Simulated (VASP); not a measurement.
SrCl2: single point with HSE06

SrCl2:

```
Sr Cl
1.0
     4.40725    0.00000    0.00000
    -2.20362    3.81679    0.00000
     0.00000    0.00000    5.59606
Sr Cl
1 2
Direct
  0.00000 0.00000 0.00000
  0.33333 0.66667 0.24870
  0.66667 0.33333 0.75130
```

```
Program             : VASP 6.6.1
Task                : single point
Functional          : HSE06
Potentials or basis : VASP PAW PBE potentials, release 64 (Sr_sv, Cl)
Cutoff              : 400 eV
k mesh              : 6 × 6 × 4
Occupations         : gaussian, width 0.01 eV
Spin                : no spin polarisation
```

- Pressure: 0.8 GPa
- Largest force: 0.037 eV/Å
- Band gap on the k mesh: 6.45 eV

Forces on the atoms (eV/Å):
```
Sr   0.000  0.000  0.000
Cl   0.000  0.000 -0.037
Cl   0.000  0.000  0.037
```

Levels at points of the mesh, in eV from the valence-band top:
| k point | band 10 | band 11 | band 12 | band 13 | band 14 | band 15 |
| --- | --- | --- | --- | --- | --- | --- |
| (0.00, 0.00, 0.00) | -0.48 | -0.48 | 0.00 | 6.45 | 8.19 | 8.19 |
| (0.50, 0.00, 0.00) | -1.02 | -0.98 | -0.84 | 6.81 | 8.45 | 9.42 |
| (0.00, 0.00, 0.50) | -0.99 | -0.67 | -0.67 | 7.90 | 7.90 | 8.03 |
| (0.50, 0.00, 0.50) | -0.81 | -0.59 | -0.31 | 7.57 | 9.07 | 9.10 |

Wall time 24 min on 4 MPI ranks on Intel(R) Xeon(R) Platinum 8375C CPU @ 2.90GHz (Ice Lake) (shared host), peak memory 0.31 GiB a rank.

Caveat: the PAW data sets were made with another functional, which shifts forces and pressure a little. A k mesh can miss the band edges.
